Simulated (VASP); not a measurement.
**BiCH3I2: single point with PBE**

The system is BiCH3I2, in a box.

```
Bi C H I
1.0
    12.59000    0.00000    0.00000
     0.00000   13.48000    0.00000
     0.00000    0.00000   11.20000
Bi C H I
1 1 3 2
Direct
  0.43875 0.50003 0.59818
  0.59839 0.50003 0.49866
  0.58174 0.50003 0.40179
  0.64274 0.56770 0.52421
  0.64274 0.43237 0.52421
  0.35743 0.66624 0.46883
  0.35743 0.33383 0.46883
```

```json
{
 "Program": "VASP 6.6.1",
 "Task": "single point",
 "Functional": "PBE",
 "Potentials or basis": "VASP PAW PBE potentials, release 64 (Bi_d, C, H, I)",
 "Cutoff": "520 eV",
 "k mesh": "1 × 1 × 1",
 "Occupations": "gaussian, width 0.01 eV",
 "Spin": "non-collinear spin, zero start, spin-orbit coupling",
 "Starting moments": "[[0.0, 0.0, 0.0], [0.0, 0.0, 0.0], [0.0, 0.0, 0.0], [0.0, 0.0, 0.0], [0.0, 0.0, 0.0], [0.0, 0.0, 0.0], [0.0, 0.0, 0.0]] μB",
 "Dipole correction": "no",
 "Further INCAR settings": "ALGO = Normal; EDIFF = 1e-06; NBANDS = 53"
}
```

```yaml
Largest_force: 0.345 eV/Å
Net_moment: 0.00 μB per cell
Valence_electrons_inside_the_program's_atomic_spheres: Bi 12.74; C 2.54; H 0.67; I 4.28
```

Forces on the atoms (eV/Å):
```
Bi   0.182  0.000 -0.147
C    0.204  0.000 -0.113
H    0.015  0.000  0.344
H   -0.195 -0.268 -0.056
H   -0.195  0.268 -0.056
I   -0.006 -0.023  0.013
I   -0.006  0.023  0.013
```

Moments on the atoms (μB; x, y, z):
```
Bi  0.00 0.00 0.00
C   0.00 0.00 0.00
H   0.00 0.00 0.00
H   0.00 0.00 0.00
H   0.00 0.00 0.00
I   0.00 0.00 0.00
I   0.00 0.00 0.00
```

It took 31 min on 1 thread of AMD EPYC 7R43 64-Core Processor (Zen 3), with other jobs on the host, peak memory 4.4 GiB.
